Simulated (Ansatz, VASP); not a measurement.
SiO2: VASP beside Ansatz

Contents of INCAR:

```
PREC     = Accurate       # precision mode
ENCUT    = 520            # plane-wave cutoff, eV
EDIFF    = 1E-7           # SCF threshold, eV
ISMEAR   = 0              # smearing method
SIGMA    = 0.01           # smearing width, eV
LREAL    = F              # projectors in reciprocal space
LASPH    = T              # aspherical terms in the spheres
NELM     = 100            # most SCF steps
ALGO     = Normal         # electronic algorithm
ISIF     = 2              # what is computed and relaxed
LWAVE    = F              # write WAVECAR
LCHARG   = F              # write CHGCAR
GGA      = PE             # functional
NBANDS   = 25             # bands
```

Contents of KPOINTS:

```
regular mesh
0
Gamma
  10 10 10
```

POSCAR

```
SiO2
1.0
   -1.7448856755      1.7448856755      4.2030844887
    1.7448856755     -1.7448856755      4.2030844887
    1.7448856755      1.7448856755     -4.2030844887
Si O
2 4
Direct
    0.7500000000      0.2500000000      0.5000000000
    0.0000000000      0.0000000000      0.0000000000
    0.5409502156      0.0409502156      0.5000000000
    0.7909502156      0.7909502156      0.0000000000
    0.2090497844      0.2090497844      0.0000000000
    0.9590497844      0.4590497844      0.5000000000
```

Input for Ansatz:

```yaml
crystal:
  lattice:
    - [-1.7448856755, 1.7448856755, 4.2030844887]
    - [1.7448856755, -1.7448856755, 4.2030844887]
    - [1.7448856755, 1.7448856755, -4.2030844887]
  atoms:
    - { symbol: Si, position: [0.75, 0.25, 0.5] }
    - { symbol: Si, position: [0.0, 0.0, 0.0] }
    - { symbol: O, position: [0.5409502156, 0.0409502156, 0.5] }
    - { symbol: O, position: [0.7909502156, 0.7909502156, 0.0] }
    - { symbol: O, position: [0.2090497844, 0.2090497844, 0.0] }
    - { symbol: O, position: [0.9590497844, 0.4590497844, 0.5] }
kpoints:
  mp_grid: { grid: [10, 10, 10] }
  band_path:
    path:
      - [0.0, 0.0, 0.0]
      - [0.0, 0.0, 0.5]
      - [0.25, 0.25, 0.25]
      - [0.0, 0.5, 0.0]
      - [0.5, 0.5, -0.5]
      - [0.2930861534, 0.7069138466, -0.2930861534]
      - [-0.2930861534, 0.2930861534, 0.2930861534]
      - [-0.0861723068, 0.0861723068, 0.5]
      - [0.5, 0.5, -0.0861723068]
      - [-0.005208, -0.005208, 0.432292]
    npoints: 1
hamiltonian:
  xc: pbe
scf:
  occupations: { method: fixed }
  n_extra_bands: 5
output:
  forces: true
  stress: true
  eigenvalues: true
```

Alike in both runs: task single point; functional PBE; k mesh 10 × 10 × 10; no spin polarisation.

```csv
,VASP,Ansatz
version,VASP 6.6.1,Ansatz 0.2.0
potentials or method,"VASP PAW PBE potentials, release 64 (Si, O)","plane waves, PAW"
plane-wave cutoff (eV),520,420
occupations,"gaussian, width 0.01 eV",fixed
valence electrons in the cell,32,32
```

VASP gave:

| Quantity | Value |
| --- | --- |
| gap on the k mesh at the Fermi level (eV) | 6.30 |
| pressure (GPa) | 9.0 |
| traceless stress, the component that is largest in VASP (GPa) | 0.81 |
| rms of the force components (eV/Å) | 0.056 |

Task: Which values does Ansatz return?

Result: gap on the k mesh at the Fermi level (eV): 6.31; pressure (GPa): 8.8; traceless stress, the component that is largest in VASP (GPa): 0.38; rms of the force components (eV/Å): 0.054.

Atom by atom the forces differ by 0.002 eV/Å (rms over components).
